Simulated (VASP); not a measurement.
# PtSe2 (C2/m) in VASP: single point with r2SCAN

Aim: the single point of PtSe2 with r2SCAN.

Program: VASP 6.6.1. These are calculated values, not measurements. Logs are shortened: lines on timing, memory, paths and dates and some standing lists are left out, and cuts for length are marked.

## 1. The cell of the first run

It takes space group C2/m (No. 12, monoclinic). The conventional cell has a = 6.458 Å, b = 3.915 Å, c = 5.277 Å, α = 90.00°, β = 90.00°, γ = 90.00°. Pt (site symmetry 2/m) has 6 Se at 2.51 to 2.55 Å within 3.3 Å. Se (site symmetry m) has 3 Pt at 2.51 to 2.55 Å and 1 Se at 3.28 Å within 3.3 Å.

## 2. Single point, r2SCAN (uniaxial x strain +5.0%)

POSCAR

```
PtSe2
1.0
    3.9150828953      0.0000000000      0.0000000000
   -1.9575414477      3.2291059479      0.0000000000
    0.0000000000      0.0000000000      5.2771565025
Pt Se
1 2
Direct
    0.0000000000      0.0000000000      0.0000000000
    0.3370209755      0.6740419509      0.2385846392
    0.6629790245      0.3259580491      0.7614153608
```

INCAR.step1

```
ALGO = Normal ; EDIFF = 1E-4
ENCUT = 520 ; GGA = PE
ISMEAR = -1 ; LASPH = True
LCHARG = False ; LREAL = False
LWAVE = True ; NBANDS = 18
NELM = 100 ; PREC = Accurate
SIGMA = 0.02
```

INCAR.step2

```
ALGO = Normal ; EDIFF = 1E-6
ENCUT = 520 ; ISIF = 2
ISMEAR = -1 ; ISTART = 1
LASPH = True ; LCHARG = True
LELF = True ; LMIXTAU = True
LREAL = False ; LVHAR = True
LWAVE = False ; METAGGA = R2SCAN
NBANDS = 18 ; NELM = 100
PREC = Accurate ; SIGMA = 0.02
```

KPOINTS

```
k-points
0
Gamma
  12 12 6
```

Potentials or basis: VASP PAW PBE potentials, release 64 (Pt, Se).

Command:

```
$ cat potpaw_PBE.64/Pt/POTCAR potpaw_PBE.64/Se/POTCAR > POTCAR
$ cp INCAR.step1 INCAR
$ mpirun -np 1 vasp_std > vasp.out
$ cp INCAR.step2 INCAR
$ mpirun -np 1 vasp_std > vasp.out
```

OUTCAR:

```text
EDIFF = 1E-6
   ENCUT = 520
   ISIF = 2
   ISMEAR = -1
   ISTART = 1
   LASPH = True
   LREAL = False
   METAGGA = R2SCAN
   NELM = 100
   PREC = Accurate

 ion  position               nearest neighbor table
   1  0.000  0.000  0.000-   2 2.51   3 2.51   3 2.55   2 2.55   2 2.55   3 2.55
   2  0.337  0.674  0.239-   1 2.51   1 2.55   1 2.55
   3  0.663  0.326  0.761-   1 2.51   1 2.55   1 2.55

  Warning from LATTYP: Monoclinic adjustment (A1->A3, A2->A1, A3->A2)!
  LATTYP: Found a base centered orthorhombic cell.
 ALAT       =     3.9150828953
 B/A-ratio  =     1.6495721977
 C/A-ratio  =     1.3479041552

  Lattice vectors:

 A1 = (   1.9575414477,  -3.2291059479,   0.0000000000)
 A2 = (   1.9575414476,   3.2291059479,   0.0000000000)
 A3 = (   0.0000000000,   0.0000000000,   5.2771565025)

Analysis of symmetry for initial positions (statically):
=====================================================================
 Subroutine PRICEL returns:
 Original cell was already a primitive cell.

 Routine SETGRP: Setting up the symmetry group for a
 base centered orthorhombic supercell.

 Subroutine GETGRP returns: Found  4 space group operations
 (whereof  4 operations were pure point group operations)
 out of a pool of  8 trial point group operations.

The static configuration has the point symmetry C_2h.

Analysis of symmetry for dynamics (positions and initial velocities):
=====================================================================
 Subroutine PRICEL returns:
 Original cell was already a primitive cell.

 Routine SETGRP: Setting up the symmetry group for a
 base centered orthorhombic supercell.

 Subroutine GETGRP returns: Found  4 space group operations
 (whereof  4 operations were pure point group operations)
 out of a pool of  8 trial point group operations.

The dynamic configuration has the point symmetry C_2h.

 Subroutine INISYM returns: Found  4 space group operations
 (whereof  4 operations are pure point group operations),
 and found     1 'primitive' translations

----------------------------------------------------------------------------------------

                                     Primitive cell

  volume of cell :      66.7150

  direct lattice vectors                    reciprocal lattice vectors
     3.915082895  0.000000000  0.000000000     0.255422433  0.154841621  0.000000000
    -1.957541448  3.229105948  0.000000000     0.000000000  0.309683242  0.000000000
     0.000000000  0.000000000  5.277156502     0.000000000  0.000000000  0.189495991

  length of vectors
     3.915082895  3.776121521  5.277156502     0.298691391  0.309683242  0.189495991

  position of ions in fractional coordinates (direct lattice)
     0.000000000  0.000000000  0.000000000
     0.337020976  0.674041951  0.238584639
     0.662979024  0.325958049  0.761415361

  ion indices of the primitive-cell ions
   primitive index   ion index
                 1           1
                 2           2
                 3           3

----------------------------------------------------------------------------------------

 KPOINTS: k-points

Automatic generation of k-mesh.
 Grid dimensions read from file:
 generate k-points for:   12   12    6

 Generating k-lattice:

  Cartesian coordinates                     Fractional coordinates (reciprocal lattice)
     0.021285203  0.012903468  0.000000000     0.083333333 -0.000000000  0.000000000
     0.000000000  0.025806937  0.000000000     0.000000000  0.083333333  0.000000000
     0.000000000  0.000000000  0.031582665     0.000000000  0.000000000  0.166666667

  Length of vectors
     0.024890949  0.025806937  0.031582665

  Shift w.r.t. Gamma in fractional coordinates (k-lattice)
     0.000000000  0.000000000  0.000000000

 Subroutine IBZKPT returns following result:
 ===========================================

 Found    242 irreducible k-points:

 Following reciprocal coordinates:
            Coordinates               Weight
  0.000000  0.000000  0.000000      1.000000
  0.083333  0.000000  0.000000      4.000000
  0.166667  0.000000  0.000000      4.000000
  0.250000  0.000000  0.000000      4.000000
  0.333333  0.000000  0.000000      4.000000
  0.416667  0.000000  0.000000      4.000000
[... 16 lines left out ...]
  0.333333  0.166667  0.000000      4.000000
  0.416667  0.166667  0.000000      4.000000
 [... further k-points ...]
   k-points           NKPTS =    242   k-points in BZ     NKDIM =    242   number of bands    NBANDS=     18
   number of dos      NEDOS =    301   number of ions     NIONS =      3
   total plane-waves  NPLWV =  33600
   dimension x,y,z NGX =    30 NGY =   28 NGZ =   40
   dimension x,y,z NGXF=    60 NGYF=   56 NGZF=   80
   ions per type =               1   2
   NGX,Y,Z   is equivalent  to a cutoff of  12.74, 12.33, 12.60 a.u.
   NGXF,Y,Z  is equivalent  to a cutoff of  25.48, 24.65, 25.20 a.u.
 SYSTEM =  unknown system
   PREC   = accura    normal or accurate (medium, high low for compatibility)
   ISTART =      1    job   : 0-new  1-cont  2-samecut
   ICHARG =      0    charge: 1-file 2-atom 10-const
   ISPIN  =      1    spin polarized calculation?
   LNONCOLLINEAR =      F non collinear calculations
   LSORBIT =      F    spin-orbit coupling
   LASPH  =      T    aspherical Exc in radial PAW
   ENCUT  =  520.0 eV  38.22 Ry    6.18 a.u.   7.28  7.02  9.81*2*pi/ulx,y,z
   NELM   =    100;   NELMIN=  2; NELMDL=  0     # of ELM steps
   EDIFF  = 0.1E-05   stopping-criterion for ELM
   LREAL  =      F    real-space projection
   EDIFFG = 0.1E-04   stopping-criterion for IOM
   NSW    =      0    number of steps for IOM
   IBRION =     -1    ionic relax: 0-MD 1-quasi-New 2-CG
   NFREE  =      0    steps in history (QN), initial steepest desc. (CG)
   ISIF   =      2    stress and relaxation
   ISYM   =      2    0-nonsym 1-usesym 2-fastsym
   POTIM  = 0.5000    time-step for ionic-motion
   TEBEG  =    0.0;   TEEND  =   0.0 temperature during run
   PSTRESS=    0.0 pullay stress
   NELECT =      22.0000    total number of electrons
   NUPDOWN=      -1.0000    fix difference up-down
   EMIN   =  10.00;   EMAX   =-10.00  energy-range for DOS
   EFERMI =   0.00;   METHOD = LEGACY
   ISMEAR =    -1;   SIGMA  =   0.02  broadening in eV -4-tet -1-fermi 0-gaus
   EFERMI_NEDOS =   21; number of points for ismear=-14 and -15
   IALGO  =     38    algorithm
   IMIX   =      4    mixing-type and parameters
     AMIX     =   0.40;   BMIX     =  1.00
     AMIX_MAG =   1.60;   BMIX_MAG =  1.00
  volume/ion in A,a.u.               =      22.24       150.07
  Fermi-wavevector in a.u.,A,eV,Ry     =   1.131031  2.137339 17.405007  1.279232
  Thomas-Fermi vector in A             =   2.267729
   LORBIT       =      0    0 simple, 1 ext, 2 COOP (PROOUT), +10 PAW based schemes
   METAGGA = R2SCAN    functional components
   LHFCALC =     F    Hartree Fock is set to
   AEXX    =    0.0000 exact exchange contribution
   IVDW    =     0    specifies the selected vdW correction
   LEPSILON=     F    determine dielectric tensor
   LRPA    =     F    only Hartree local field effects (RPA)
 non-spin polarized calculation
  energy-cutoff  :      520.00
  volume of cell :       66.71
 maximum number of plane-waves:      1816
 NGX is ok and might be reduce to    30
   NGX = 15   NGY = 15   NGZ = 19

 number of electron      21.9999998 magnetization

 Free energy of the ion-electron system (eV)
  ---------------------------------------------------
  ext. energy  EPLUGINS =         0.00000000
  ---------------------------------------------------
  free energy    TOTEN  =       -81.41757224 eV

  energy without entropy =      -81.41695615  energy(sigma->0) =      -81.41726419

 E-fermi :   5.2530     XC(G=0): -10.7278

 val. band max:        5.2344712016   @ k =   0.0000   0.1667   0.1667
 cond. band min:       5.2545255526   @ k =  -0.3333   0.0833   0.3333
 fundamental gap:      0.0200543511
 Fermi energy:         5.2529509617

 k-point     1 :       0.0000    0.0000    0.0000
  band No.  band energies     occupation
      1     -10.5678      2.00000
      2      -8.0615      2.00000
      3      -1.5964      2.00000
      4      -1.2227      2.00000
      5      -1.1472      2.00000
      6       1.1482      2.00000
[... 10 lines left out ...]
     17      13.1197      0.00000
     18      16.6875      0.00000

 k-point     2 :       0.0833    0.0000    0.0000
  band No.  band energies     occupation
      1     -10.4969      2.00000
      2      -8.0908      2.00000
      3      -1.5142      2.00000
      4      -1.1653      2.00000
      5      -1.1041      2.00000
      6       1.0664      2.00000
[... 10 lines left out ...]
     17      13.2502      0.00000
     18      15.8467      0.00000

 k-point     3 :       0.1667    0.0000    0.0000
  band No.  band energies     occupation
      1     -10.2922      2.00000
      2      -8.1731      2.00000
      3      -1.2915      2.00000
      4      -0.9902      2.00000
      5      -0.9805      2.00000
      6       0.7311      2.00000
[... 10 lines left out ...]
     17      13.7982      0.00000
     18      14.6397      0.00000

 k-point     4 :       0.2500    0.0000    0.0000
  band No.  band energies     occupation
      1      -9.9783      2.00000
      2      -8.2952      2.00000
      3      -1.0732      2.00000
      4      -0.7990      2.00000
      5      -0.6546      2.00000
      6       0.1087      2.00000
[... 10 lines left out ...]
     17      13.8159      0.00000
     18      14.1855      0.00000

 k-point     5 :       0.3333    0.0000    0.0000
  band No.  band energies     occupation
      1      -9.5999      2.00000
      2      -8.4464      2.00000
      3      -1.2689      2.00000
      4      -0.6243      2.00000
      5      -0.1988      2.00000
      6      -0.1107      2.00000
[... 10 lines left out ...]
     17      13.8187      0.00000
     18      14.2711      0.00000

 k-point     6 :       0.4167    0.0000    0.0000
  band No.  band energies     occupation
      1      -9.2214      2.00000
      2      -8.6294      2.00000
      3      -1.7491      2.00000
      4      -0.5194      2.00000
      5      -0.0186      2.00000
      6       0.5105      2.00000
[... 10 lines left out ...]
     17      13.5130      0.00000
     18      15.4022      0.00000

 k-point     7 :       0.5000    0.0000    0.0000
  band No.  band energies     occupation
      1      -8.9601      2.00000
      2      -8.8116      2.00000
      3      -1.9545      2.00000
      4      -0.4882      2.00000
      5       0.1030      2.00000
      6       0.9134      2.00000
[... 10 lines left out ...]
     17      13.3923      0.00000
     18      16.3618      0.00000

 k-point     8 :       0.0000    0.0833    0.0000
  band No.  band energies     occupation
      1     -10.4899      2.00000
      2      -8.0922      2.00000
      3      -1.5070      2.00000
      4      -1.1710      2.00000
      5      -1.0996      2.00000
      6       1.0803      2.00000
[... 10 lines left out ...]
     17      12.7934      0.00000
     18      16.5072      0.00000
[... 229 lines left out ...]
     17      13.4235      0.00000
     18      15.0160      0.00000

 k-point    20 :       0.0833    0.1667    0.0000
  band No.  band energies     occupation
      1     -10.0605      2.00000
      2      -8.2526      2.00000
      3      -1.0657      2.00000
      4      -0.8878      2.00000
      5      -0.7968      2.00000
      6       0.4916      2.00000
[... 10 lines left out ...]
     17      14.1204      0.00000
     18      14.2548      0.00000

 k-point    21 :       0.1667    0.1667    0.0000
  band No.  band energies     occupation
      1      -9.7579      2.00000
      2      -8.3637      2.00000
      3      -0.8206      2.00000
      4      -0.7152      2.00000
      5      -0.6632      2.00000
      6       0.0790      2.00000
[... 10 lines left out ...]
     17      13.5929      0.00000
     18      14.1247      0.00000

 k-point    22 :       0.2500    0.1667    0.0000
  band No.  band energies     occupation
      1      -9.4055      2.00000
      2      -8.4972      2.00000
      3      -1.1158      2.00000
      4      -0.6564      2.00000
      5      -0.3677      2.00000
      6       0.1023      2.00000
[... 10 lines left out ...]
     17      13.5661      0.00000
     18      14.4459      0.00000

 k-point    23 :       0.3333    0.1667    0.0000
  band No.  band energies     occupation
      1      -9.0740      2.00000
      2      -8.6480      2.00000
      3      -1.5925      2.00000
      4      -0.6249      2.00000
      5      -0.1060      2.00000
      6       0.3616      2.00000
[... 10 lines left out ...]
     17      14.1151      0.00000
     18      14.8866      0.00000

 k-point    24 :       0.4167    0.1667    0.0000
  band No.  band energies     occupation
      1      -8.9328      2.00000
      2      -8.7257      2.00000
      3      -1.7618      2.00000
      4      -0.6607      2.00000
      5       0.0005      2.00000
      6       0.5471      2.00000
[... 10 lines left out ...]
     17      14.9823      0.00000
     18      15.0247      0.00000

 [... further k-points ...]
[... 5 lines left out ...]
  --------------------------------------------------------------------------------------
  -------------------------------------------------------------------------------------
  Total       -2.8518615     -0.4768959      0.0585284      0.0000000      0.2482893     -0.0000000
  in kB      -68.4882036    -11.4527816      1.4055743      0.0000000      5.9627338     -0.0000000
  external PRESSURE =     -26.1784703 kB  Pullay stress =       0.0000000 kB

 VOLUME and BASIS-vectors are now :
 -----------------------------------------------------------------------------
  energy-cutoff  :      520.00
  volume of cell :       66.71
      direct lattice vectors                 reciprocal lattice vectors
     3.915082895  0.000000000  0.000000000     0.255422433  0.154841621  0.000000000
    -1.957541448  3.229105948  0.000000000     0.000000000  0.309683242  0.000000000
     0.000000000  0.000000000  5.277156502     0.000000000  0.000000000  0.189495991

 POSITION                                       TOTAL-FORCE (eV/Angst)
 -----------------------------------------------------------------------------------
      0.00000      0.00000      0.00000        -0.000000      0.000000      0.000000
      0.00000      2.17655      1.25905        -0.000000      0.001907     -0.025046
      1.95754      1.05255      4.01811         0.000000     -0.001907      0.025046
 -----------------------------------------------------------------------------------
    total drift:                                0.000000      0.000000     -0.000000

  FREE ENERGIE OF THE ION-ELECTRON SYSTEM (eV)
  ---------------------------------------------------
  free  energy   TOTEN  =       -81.4175722397 eV

  energy  without entropy=      -81.4169561479  energy(sigma->0) =      -81.41726419
```

It took 11 min on 1 thread of Oxide Virtual Turin-like, shared host; peak memory 0.38 GiB.

What came out:

- Free energy: -81.4176 eV
- Pressure: -2.6 GPa
- Largest force: 0.025 eV/Å
- Band gap on the k mesh: zero (band 11 reaches 5.32 eV, above the bottom of band 12 at 5.25 eV)

Forces on the atoms (eV/Å):
```
Pt   0.000  0.000  0.000
Se   0.000  0.002 -0.025
Se   0.000 -0.002  0.025
```

Caveat: the cell differs from its parent crystal (uniaxial x strain +5.0%); the PAW data sets were made with another functional, which shifts forces and pressure a little; spin-orbit coupling is left out, which moves the levels of the heavy elements.
